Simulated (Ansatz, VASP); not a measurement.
## Two plane-wave programs on Ir2Rh

```
CELL_PARAMETERS angstrom
2.72816 0.00000 0.00000
-1.36408 2.36266 0.00000
0.00000 0.00000 13.03067
ATOMIC_POSITIONS crystal
Ir 0.33333 0.66667 0.91667
Ir 0.33333 0.66667 0.25000
Ir 0.66667 0.33333 0.08333
Ir 0.66667 0.33333 0.75000
Rh 0.33333 0.66667 0.58333
Rh 0.66667 0.33333 0.41667
```

Alike in both runs: task relaxation of cell and atoms; functional PBE; k mesh 6 × 6 × 2; occupations gaussian, width 0.1 eV; no spin polarisation.

|  | VASP | Ansatz |
| --- | --- | --- |
| version | VASP 6.6.1 | Ansatz 0.2.0 |
| potentials or method | VASP PAW PBE potentials, release 64 (Ir, Rh_pv), cutoff 600 eV | scalar-relativistic, plane waves, PAW |
| valence electrons in the cell | 66 | 102 |

|  | VASP | Ansatz | Ansatz less VASP |
| --- | --- | --- | --- |
| gap on the k mesh at the Fermi level, each at its own relaxed structure (eV) | none | none | - |
| relaxed volume (Å³/atom) | 14.47 | 14.45 | -0.027 |
| relaxed length of the cell vector where the two differ most in proportion (Å) | 2.765 | 2.762 | -0.0029 |

A gap of «none» marks a metal or a gap that the smearing closes. VASP's potentials hold 66 valence electrons a cell and Ansatz's 102, so a difference there can come from the potentials and not from the codes.

The k mesh is coarse, so the values compare programs but aren't converged. Neither program's run includes spin-orbit coupling.
